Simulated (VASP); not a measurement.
# RbBr (Pmm2) in VASP: notebook

Runs on RbBr. Level: PBE. Tasks: single point.

All numbers are computed with VASP 6.6.1; they aren't measurements. Logs are shortened: lines on timing, memory, paths and dates and some standing lists are left out, and cuts for length are marked.

### Step 1. The cell of the first run

The structure is orthorhombic, space group Pmm2 (No. 25). The conventional cell has a = 4.025 Å, b = 4.193 Å, c = 4.025 Å, α = 90.00°, β = 90.00°, γ = 90.00°. Within 4.2 Å of Rb (site symmetry mm2) lie 8 Br at 3.09 to 4.16 Å and 6 Rb at 4.03 to 4.19 Å. Within 4.2 Å of Br (site symmetry mm2) lie 8 Rb at 3.09 to 4.16 Å and 6 Br at 4.03 to 4.19 Å.

### Step 2. Single point, PBE (atoms displaced along a vibrational mode, the cell strained)

INCAR reads:

```
ALGO     = Normal         # electronic algorithm
EDIFF    = 1E-6           # SCF threshold, eV
ENCUT    = 520            # plane-wave cutoff, eV
GGA      = PE             # functional
ISIF     = 2              # what is computed and relaxed
ISMEAR   = 0              # smearing method
LASPH    = True           # aspherical terms in the spheres
LCHARG   = False          # write CHGCAR
LREAL    = False          # projectors in reciprocal space
LWAVE    = False          # write WAVECAR
NBANDS   = 15             # bands
NELM     = 100            # most SCF steps
PREC     = Accurate       # precision mode
SIGMA    = 0.05           # smearing width, eV
```

KPOINTS reads:

```
k-points
0
Gamma
  6 6 6
```

POSCAR reads:

```
RbBr
1.0
    4.0251860190      0.0000000000      0.0000000000
    0.0000000000      4.0251860190      0.0000000000
    0.0000000000      0.0000000000      4.1929021031
Rb Br
1 1
Direct
   -0.1157227195      0.0000000000      0.0000000000
    0.6237806148      0.5000000000      0.5000000000
```

Potentials or basis: VASP PAW PBE potentials, release 64 (Rb_sv, Br).

Command:

```bash
> cat potpaw_PBE.64/Rb_sv/POTCAR potpaw_PBE.64/Br/POTCAR > POTCAR
> mpirun -np 1 vasp_std > vasp.out
```

OUTCAR:

```text
EDIFF = 1E-6
   ENCUT = 520
   GGA = PE
   ISIF = 2
   ISMEAR = 0
   LASPH = True
   LREAL = False
   NELM = 100
   PREC = Accurate

 ion  position               nearest neighbor table
   1  0.884  0.000  0.000-   2 3.09   2 3.09   2 3.09   2 3.09   2 4.16   2 4.16   2 4.16   2 4.16

   2  0.624  0.500  0.500-   1 3.09   1 3.09   1 3.09   1 3.09   1 4.16   1 4.16   1 4.16   1 4.16

  LATTYP: Found a simple tetragonal cell.
 ALAT       =     4.0251860190
 C/A-ratio  =     1.0416666667

  Lattice vectors:

 A1 = (   4.0251860190,   0.0000000000,   0.0000000000)
 A2 = (   0.0000000000,   4.0251860190,   0.0000000000)
 A3 = (   0.0000000000,   0.0000000000,   4.1929021031)

Analysis of symmetry for initial positions (statically):
=====================================================================
 Subroutine PRICEL returns:
 Original cell was already a primitive cell.

 Routine SETGRP: Setting up the symmetry group for a
 simple tetragonal supercell.

 Subroutine GETGRP returns: Found  4 space group operations
 (whereof  4 operations were pure point group operations)
 out of a pool of 16 trial point group operations.

The static configuration has the point symmetry C_2v.

Analysis of symmetry for dynamics (positions and initial velocities):
=====================================================================
 Subroutine PRICEL returns:
 Original cell was already a primitive cell.

 Routine SETGRP: Setting up the symmetry group for a
 simple tetragonal supercell.

 Subroutine GETGRP returns: Found  4 space group operations
 (whereof  4 operations were pure point group operations)
 out of a pool of 16 trial point group operations.

The dynamic configuration has the point symmetry C_2v.

 Subroutine INISYM returns: Found  4 space group operations
 (whereof  4 operations are pure point group operations),
 and found     1 'primitive' translations

----------------------------------------------------------------------------------------

                                     Primitive cell

  volume of cell :      67.9339

  direct lattice vectors                    reciprocal lattice vectors
     4.025186019  0.000000000  0.000000000     0.248435723  0.000000000  0.000000000
     0.000000000  4.025186019  0.000000000     0.000000000  0.248435723  0.000000000
     0.000000000  0.000000000  4.192902103     0.000000000  0.000000000  0.238498294

  length of vectors
     4.025186019  4.025186019  4.192902103     0.248435723  0.248435723  0.238498294

  position of ions in fractional coordinates (direct lattice)
     0.884277281  0.000000000  0.000000000
     0.623780615  0.500000000  0.500000000

  ion indices of the primitive-cell ions
   primitive index   ion index
                 1           1
                 2           2

----------------------------------------------------------------------------------------

 KPOINTS: k-points

Automatic generation of k-mesh.
 Grid dimensions read from file:
 generate k-points for:    6    6    6

 Generating k-lattice:

  Cartesian coordinates                     Fractional coordinates (reciprocal lattice)
     0.041405954  0.000000000  0.000000000     0.166666667  0.000000000  0.000000000
     0.000000000  0.041405954  0.000000000     0.000000000  0.166666667  0.000000000
     0.000000000  0.000000000  0.039749716     0.000000000  0.000000000  0.166666667

  Length of vectors
     0.041405954  0.041405954  0.039749716

  Shift w.r.t. Gamma in fractional coordinates (k-lattice)
     0.000000000  0.000000000  0.000000000

 Subroutine IBZKPT returns following result:
 ===========================================

 Found     64 irreducible k-points:

 Following reciprocal coordinates:
            Coordinates               Weight
  0.000000  0.000000  0.000000      1.000000
  0.166667  0.000000  0.000000      2.000000
  0.000000  0.166667  0.000000      2.000000
  0.333333  0.000000  0.000000      2.000000
  0.000000  0.333333  0.000000      2.000000
  0.500000  0.000000  0.000000      1.000000
[... 16 lines left out ...]
  0.000000  0.500000  0.166667      2.000000
  0.166667  0.166667  0.166667      8.000000
 [... further k-points ...]
   k-points           NKPTS =     64   k-points in BZ     NKDIM =     64   number of bands    NBANDS=     15
   number of dos      NEDOS =    301   number of ions     NIONS =      2
   total plane-waves  NPLWV =  28800
   dimension x,y,z NGX =    30 NGY =   30 NGZ =   32
   dimension x,y,z NGXF=    60 NGYF=   60 NGZF=   64
   ions per type =               1   1
   NGX,Y,Z   is equivalent  to a cutoff of  12.39, 12.39, 12.69 a.u.
   NGXF,Y,Z  is equivalent  to a cutoff of  24.78, 24.78, 25.38 a.u.
 SYSTEM =  unknown system
   PREC   = accura    normal or accurate (medium, high low for compatibility)
   ISTART =      0    job   : 0-new  1-cont  2-samecut
   ICHARG =      2    charge: 1-file 2-atom 10-const
   ISPIN  =      1    spin polarized calculation?
   LNONCOLLINEAR =      F non collinear calculations
   LSORBIT =      F    spin-orbit coupling
   LASPH  =      T    aspherical Exc in radial PAW
   ENCUT  =  520.0 eV  38.22 Ry    6.18 a.u.   7.48  7.48  7.80*2*pi/ulx,y,z
   NELM   =    100;   NELMIN=  2; NELMDL= -5     # of ELM steps
   EDIFF  = 0.1E-05   stopping-criterion for ELM
   LREAL  =      F    real-space projection
[... 7 lines left out ...]
   TEBEG  =    0.0;   TEEND  =   0.0 temperature during run
   PSTRESS=    0.0 pullay stress
   NELECT =      16.0000    total number of electrons
   NUPDOWN=      -1.0000    fix difference up-down
   EMIN   =  10.00;   EMAX   =-10.00  energy-range for DOS
   EFERMI =   0.00;   METHOD = LEGACY
   ISMEAR =     0;   SIGMA  =   0.05  broadening in eV -4-tet -1-fermi 0-gaus
   EFERMI_NEDOS =   21; number of points for ismear=-14 and -15
   IALGO  =     38    algorithm
   IMIX   =      4    mixing-type and parameters
     AMIX     =   0.40;   BMIX     =  1.00
     AMIX_MAG =   1.60;   BMIX_MAG =  1.00
  volume/ion in A,a.u.               =      33.97       229.22
  Fermi-wavevector in a.u.,A,eV,Ry     =   1.011003  1.910519 13.906894  1.022128
  Thomas-Fermi vector in A             =   2.144027
   LORBIT       =      0    0 simple, 1 ext, 2 COOP (PROOUT), +10 PAW based schemes
   GGA     = PE    functional components
   LHFCALC =     F    Hartree Fock is set to
   AEXX    =    0.0000 exact exchange contribution
   IVDW    =     0    specifies the selected vdW correction
   LEPSILON=     F    determine dielectric tensor
   LRPA    =     F    only Hartree local field effects (RPA)
 non-spin polarized calculation
 Gauss-broadening in eV      SIGMA  =   0.05
  energy-cutoff  :      520.00
  volume of cell :       67.93
 maximum number of plane-waves:      1864
 NGX is ok and might be reduce to    30
   NGX = 15   NGY = 15   NGZ = 15

 number of electron      16.0000000 magnetization

 Free energy of the ion-electron system (eV)
  ---------------------------------------------------
  ext. energy  EPLUGINS =         0.00000000
  ---------------------------------------------------
  free energy    TOTEN  =        -5.51164972 eV

  energy without entropy =       -5.51164972  energy(sigma->0) =       -5.51164972

 E-fermi :  -0.2078     XC(G=0):  -7.9406

 val. band max:       -0.4425489699   @ k =   0.0000   0.5000   0.1667
 cond. band min:       3.5931131840   @ k =   0.0000   0.0000   0.0000
 fundamental gap:      4.0356621538
 Fermi energy:        -0.2077713293

 k-point     1 :       0.0000    0.0000    0.0000
  band No.  band energies     occupation
      1     -25.3677      2.00000
      2     -13.3131      2.00000
      3      -9.4557      2.00000
      4      -9.4006      2.00000
      5      -9.3378      2.00000
      6      -0.8559      2.00000
      7      -0.8247      2.00000
      8      -0.6530      2.00000
      9       3.5931      0.00000
     10       4.7473      0.00000
     11       6.9698      0.00000
     12       8.7936      0.00000
     13       9.4318      0.00000
     14      10.0787      0.00000
     15      10.3653      0.00000

 k-point     2 :       0.1667    0.0000    0.0000
  band No.  band energies     occupation
      1     -25.3609      2.00000
      2     -13.2968      2.00000
      3      -9.4416      2.00000
      4      -9.4218      2.00000
      5      -9.3879      2.00000
      6      -1.2723      2.00000
      7      -0.8251      2.00000
      8      -0.6474      2.00000
      9       4.2451      0.00000
     10       4.9273      0.00000
     11       7.5208      0.00000
     12       8.8946      0.00000
     13       9.2899      0.00000
     14       9.6128      0.00000
     15       9.6426      0.00000

 k-point     3 :       0.0000    0.1667    0.0000
  band No.  band energies     occupation
      1     -25.3591      2.00000
      2     -13.3401      2.00000
      3      -9.4568      2.00000
      4      -9.4271      2.00000
      5      -9.2828      2.00000
      6      -1.1833      2.00000
      7      -0.9450      2.00000
      8      -0.7647      2.00000
      9       4.1240      0.00000
     10       5.4118      0.00000
     11       6.7574      0.00000
     12       8.7241      0.00000
     13       8.7582      0.00000
     14      10.3767      0.00000
     15      11.0007      0.00000
[... 343 lines left out ...]
 k-point    23 :       0.0000    0.5000    0.1667
  band No.  band energies     occupation
      1     -25.3286      2.00000
      2     -13.3631      2.00000
      3      -9.4663      2.00000
      4      -9.4652      2.00000
      5      -9.3604      2.00000
      6      -2.1064      2.00000
      7      -1.3625      2.00000
      8      -0.4425      2.00000
      9       5.4692      0.00000
     10       6.1952      0.00000
     11       7.8547      0.00000
     12       8.0140      0.00000
     13       9.8666      0.00000
     14       9.9902      0.00000
     15      10.4312      0.00000

 k-point    24 :       0.1667    0.1667    0.1667
  band No.  band energies     occupation
      1     -25.3469      2.00000
      2     -13.3272      2.00000
      3      -9.5168      2.00000
      4      -9.4951      2.00000
      5      -9.2456      2.00000
      6      -1.4100      2.00000
      7      -1.0690      2.00000
      8      -0.9785      2.00000
      9       4.9934      0.00000
     10       5.9764      0.00000
     11       7.1270      0.00000
     12       8.3333      0.00000
     13       8.6829      0.00000
     14       9.4608      0.00000
     15      11.0918      0.00000

 [... further k-points ...]

------------------------ aborting loop because EDIFF is reached ----------------------------------------

  FORCE on cell =-STRESS in cart. coord.  units (eV):
  Direction    XX          YY          ZZ          XY          YZ          ZX
  --------------------------------------------------------------------------------------
  -------------------------------------------------------------------------------------
  Total        1.3977799      3.3212491      3.0315149      0.0000000      0.0000000      0.0000000
  in kB       32.9657335     78.3295083     71.4963144      0.0000000      0.0000000      0.0000000
  external PRESSURE =      60.9305187 kB  Pullay stress =       0.0000000 kB

 VOLUME and BASIS-vectors are now :
 -----------------------------------------------------------------------------
  energy-cutoff  :      520.00
  volume of cell :       67.93
      direct lattice vectors                 reciprocal lattice vectors
     4.025186019  0.000000000  0.000000000     0.248435723  0.000000000  0.000000000
     0.000000000  4.025186019  0.000000000     0.000000000  0.248435723  0.000000000
     0.000000000  0.000000000  4.192902103     0.000000000  0.000000000  0.238498294

 POSITION                                       TOTAL-FORCE (eV/Angst)
 -----------------------------------------------------------------------------------
      3.55938      0.00000      0.00000         0.915907      0.000000      0.000000
      2.51083      2.01259      2.09645        -0.915907      0.000000      0.000000
 -----------------------------------------------------------------------------------
    total drift:                                0.000255      0.000000      0.000000

  FREE ENERGIE OF THE ION-ELECTRON SYSTEM (eV)
  ---------------------------------------------------
  free  energy   TOTEN  =        -5.5116497237 eV

  energy  without entropy=       -5.5116497237  energy(sigma->0) =       -5.51164972
```

Wall time 46 s (1 thread of Intel Xeon Platinum 8375C at 2.90GHz (Ice Lake), shared host); peak memory 0.2 GiB.

Results:

```
Free energy            : -5.5116 eV
Pressure               : 6.1 GPa
Largest force          : 0.916 eV/Å
Band gap on the k mesh : 4.04 eV (least direct gap 4.25 eV)
```

Forces on the atoms (eV/Å):
```
Rb   0.916  0.000  0.000
Br  -0.916  0.000  0.000
```

Stress tensor (GPa, compression positive):
```
3.30 0.00 0.00
0.00 7.83 0.00
0.00 0.00 7.15
```

Levels at points of the mesh, in eV from the valence-band top:
| k point | band 6 | band 7 | band 8 | band 9 | band 10 | band 11 |
| --- | --- | --- | --- | --- | --- | --- |
| (0.00, 0.00, 0.00) | -0.41 | -0.38 | -0.21 | 4.04 | 5.19 | 7.41 |
| (0.50, 0.00, 0.00) | -1.79 | -0.39 | -0.19 | 6.03 | 7.48 | 8.22 |
| (0.00, 0.50, 0.00) | -1.88 | -0.86 | -0.04 | 5.95 | 6.54 | 7.97 |
| (0.50, 0.50, 0.00) | -1.40 | -1.25 | -0.65 | 5.70 | 6.26 | 7.97 |
| (0.00, 0.00, 0.50) | -1.84 | -0.63 | -0.07 | 5.85 | 6.45 | 7.85 |
| (0.50, 0.00, 0.50) | -1.33 | -1.30 | -0.43 | 5.59 | 6.56 | 8.28 |
| (0.00, 0.50, 0.50) | -1.02 | -0.92 | -0.10 | 5.63 | 7.49 | 8.31 |
| (0.50, 0.50, 0.50) | -1.41 | -1.15 | -1.08 | 6.50 | 6.57 | 8.95 |

Caveat: the cell differs from its parent crystal (atoms displaced along a vibrational mode, the cell strained); the cell stands under pressure. A k mesh can miss the band edges.

### Step 3. Single point, PBE (atoms displaced along a vibrational mode, the cell strained)

INCAR reads:

```
SYSTEM = RbBr
ALGO = Normal
EDIFF = 1E-6
ENCUT = 520
GGA = PE
ISIF = 2
ISMEAR = 0
LASPH = .True.
LCHARG = .False.
LREAL = .False.
LWAVE = .False.
NBANDS = 15
NELM = 80
PREC = Accurate
SIGMA = 0.05
```

KPOINTS reads:

```
k-points
0
Gamma
  6 6 6
  0 0 0
```

POSCAR reads:

```
RbBr
1.0
    4.0251860190      0.0000000000      0.0000000000
    0.0000000000      4.0251860190      0.0000000000
    0.0000000000      0.0000000000      4.1929021031
Rb Br
1 1
Direct
   -0.0694336317      0.0000000000      0.0000000000
    0.5742683689      0.5000000000      0.5000000000
```

Potentials or basis: VASP PAW PBE potentials, release 64 (Rb_sv, Br).

Command:

```bash
> cat potpaw_PBE.64/Rb_sv/POTCAR potpaw_PBE.64/Br/POTCAR > POTCAR
> mpirun -np 1 vasp_std > vasp.out
```

It took 44 s on 1 thread of Intel Xeon Platinum 8375C at 2.90GHz (Ice Lake), shared host; peak memory 0.21 GiB.

It converged, with:

- Free energy: -5.8051 eV
- Pressure: 3.3 GPa
- Largest force: 0.582 eV/Å
- Band gap on the k mesh: 4.15 eV (least direct gap 4.29 eV)

Forces on the atoms (eV/Å):
```
Rb   0.582  0.000  0.000
Br  -0.582  0.000  0.000
```

Stress tensor (GPa, compression positive):
```
2.72 0.00 0.00
0.00 4.06 0.00
0.00 0.00 3.02
```

Levels at points of the mesh, in eV from the valence-band top:
```csv
k point,band 4,band 5,band 6,band 7,band 8,band 9,band 10,band 11,band 12,band 13
"(0.00, 0.00, 0.00)",-8.98,-8.95,-0.34,-0.25,-0.14,4.15,5.40,6.32,9.66,10.24
"(0.50, 0.00, 0.00)",-8.96,-8.92,-1.80,-0.40,-0.17,6.50,7.38,8.13,9.20,9.29
"(0.00, 0.50, 0.00)",-8.95,-8.94,-1.82,-0.56,-0.06,6.47,6.96,7.98,7.98,10.07
"(0.50, 0.50, 0.00)",-9.22,-8.89,-1.20,-1.13,-0.32,5.51,6.10,7.81,8.07,10.81
"(0.00, 0.00, 0.50)",-8.96,-8.92,-1.79,-0.35,-0.09,6.42,6.87,7.58,8.14,10.38
"(0.50, 0.00, 0.50)",-9.14,-8.88,-1.17,-1.13,-0.12,5.40,6.40,8.13,8.52,10.34
"(0.00, 0.50, 0.50)",-9.30,-8.91,-1.11,-1.01,0.00,5.44,6.83,8.19,8.35,11.21
"(0.50, 0.50, 0.50)",-9.29,-9.21,-1.42,-1.35,-1.28,7.39,7.41,8.63,9.99,10.63
```

Caveat: the cell differs from its parent crystal (atoms displaced along a vibrational mode, the cell strained); the cell stands under pressure. A k mesh can miss the band edges.

(Part 1 of 2 ends here.)
